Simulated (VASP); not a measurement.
Wanted: the native input for a VASP 6.6.1 run.

```
Task                   : relaxation of cell and atoms
Functional             : PBE
Dispersion             : D3(BJ)
Potentials or basis    : VASP PAW PBE potentials, release 64 (Pd)
Cutoff                 : 600 eV
k mesh                 : 12 × 12 × 12
Occupations            : fermi-dirac, width 0.05 eV
Spin                   : no spin polarisation
Dipole correction      : no
Further INCAR settings : ALGO = Normal; EDIFF = 1e-06; IBRION = 2; EDIFFG = -0.01; NSW = 80; ISIF = 3
```

The structure of Pd lies in POSCAR:

```
Pd
1.0
    0.0000000000      1.9465000000      1.9465000000
    1.9465000000      0.0000000000      1.9465000000
    1.9465000000      1.9465000000      0.0000000000
Pd
1
Direct
    0.0000000000      0.0000000000      0.0000000000
```

The input as run:

INCAR

```
ALGO = Normal
EDIFF = 1E-6
EDIFFG = -0.01
ENCUT = 600
GGA = PE
IBRION = 2
ISIF = 3
ISMEAR = -1
IVDW = 12
LASPH = T
LCHARG = F
LREAL = F
LWAVE = F
NELM = 80
NSW = 80
PREC = Accurate
SIGMA = 0.05
```

KPOINTS

```
k-points
0
Gamma
  12 12 12
```

Potentials or basis: VASP PAW PBE potentials, release 64 (Pd).

Command:

```bash
$ cat potpaw_PBE.64/Pd/POTCAR > POTCAR
$ mpirun -np 1 vasp_std > vasp.out
```

Results of the run:

| Item | Value |
| --- | --- |
| Relaxed volume | 14.67 Å³/atom |
| Relaxed cell | a = 2.748 Å, b = 2.748 Å, c = 2.748 Å, α = 60.00°, β = 60.00°, γ = 60.00° |
| Space group after relaxing (to 0.05 Å) | Fm-3m (No. 225) |
| Energy gained by relaxing | 0.3 meV/atom |
| Ionic steps | 3 |
| Pressure after relaxing | 0.0 GPa |
| Band gap on the k mesh | zero (band 5 reaches 10.16 eV, above the bottom of band 6 at 8.56 eV) |
| Dispersion energy per atom | -0.672 eV |

Caveat: pairwise dispersion overbinds metals, which lowers pressure and volume.

Run time: 26 s on 1 thread of AMD EPYC 7R43 64-Core Processor (Zen 3) (shared host), peak memory 0.12 GiB.
